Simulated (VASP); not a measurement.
A run of VASP 6.6.1:

File INCAR:

```
PREC = Accurate
ENCUT = 520
EDIFF = 1E-6
ISMEAR = -1
SIGMA = 0.15
LREAL = F
LASPH = T
NELM = 100
ALGO = Normal
ISIF = 2
LWAVE = F
LCHARG = F
GGA = PS
NBANDS = 17
```

The input KPOINTS:

```
regular mesh
0
Gamma
  5 5 4
```

POSCAR

```
SrAl2H2
1.0
    4.2365355450      0.0000000000      0.0000000000
   -2.1182677725      3.6689474060      0.0000000000
    0.0000000000      0.0000000000      3.6105947134
Sr Al H
1 2 2
Direct
    0.0000000000      0.0000000000      0.0000000000
    0.3333333333      0.6666666667      0.4999910265
    0.6666666667      0.3333333333      0.5000089735
    0.3333333333      0.6666666667     -0.0000013455
    0.6666666667      0.3333333333      1.0000013455
```

Potentials or basis: VASP PAW PBE potentials, release 64 (Sr_sv, Al, H).

Launch:

```console
$ cat potpaw_PBE.64/Sr_sv/POTCAR potpaw_PBE.64/Al/POTCAR potpaw_PBE.64/H/POTCAR > POTCAR
$ mpirun -np 1 vasp_std > vasp.out
```

Hardware: 1 thread of Intel(R) Xeon(R) 6975P-C (Granite Rapids), with other jobs on the host.

Question: How long does it take, and how much memory?

Answer: Run time: 7.8 s on 1 thread of Intel(R) Xeon(R) 6975P-C (Granite Rapids), on a shared host, peak memory 0.18 GiB. Counts: scf iterations 14, k points 17.
